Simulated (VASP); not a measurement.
Set up this calculation in VASP 6.6.1, as the native input.

- Task: single point
- Functional: PBE
- Potentials or basis: VASP PAW PBE potentials, release 64 (W_sv, Se)
- Cutoff: 520 eV
- k mesh: 12 × 12 × 2
- Occupations: gaussian, width 0.02 eV
- Spin: no spin polarisation
- Dipole correction: no
- Further INCAR settings: ALGO = Normal; EDIFF = 1e-07; NBANDS = 35

The structure of WSe2 lies in POSCAR:

```
WSe2
1.0
    3.3874064129      0.0000000000      0.0000000000
   -1.6937032064      2.9335800065      0.0000000000
    0.0000000000      0.0000000000     15.3446973193
W Se
2 4
Direct
    0.6666666667      0.3333333333      0.7500000000
    0.3333333333      0.6666666667      0.2500000000
    0.3333333333      0.6666666667      0.8578160963
    0.6666666667      0.3333333333      0.3578160963
    0.3333333333      0.6666666667      0.6421839037
    0.6666666667      0.3333333333      0.1421839037
```

One way to write it, as run:

INCAR

```
SYSTEM = WSe2
PREC     = Accurate       ! precision mode
ENCUT    = 520            ! plane-wave cutoff, eV
EDIFF    = 1E-7           ! SCF threshold, eV
ISMEAR   = 0              ! smearing method
SIGMA    = 0.02           ! smearing width, eV
LREAL    = .False.        ! projectors in reciprocal space
LASPH    = .True.         ! aspherical terms in the spheres
NELM     = 60             ! most SCF steps
ALGO     = Normal         ! electronic algorithm
ISIF     = 2              ! what is computed and relaxed
LWAVE    = .False.        ! write WAVECAR
LCHARG   = .False.        ! write CHGCAR
GGA      = PE             ! functional
NBANDS   = 35             ! bands
```

KPOINTS

```
Automatic mesh
0
Gamma
  12 12 2
  0 0 0
```

Potentials or basis: VASP PAW PBE potentials, release 64 (W_sv, Se).

Launch:

```sh
$ cat potpaw_PBE.64/W_sv/POTCAR potpaw_PBE.64/Se/POTCAR > POTCAR
$ mpirun -np 1 vasp_std > vasp.out
```

Results of the run:

```json
{
  "Pressure": "-2.1 GPa",
  "Largest force": "0.041 eV/Å",
  "Band gap on the k mesh": "1.20 eV, indirect (least direct gap 1.30 eV)"
}
```

Caveat: spin-orbit coupling is left out, which moves the levels of the heavy elements; this functional lacks dispersion, which binds the layers, so the pressure and a relaxed spacing across them are unreliable.

Wall time 6 min on 1 thread of AMD EPYC 7R13, on a shared host, peak memory 0.35 GiB.
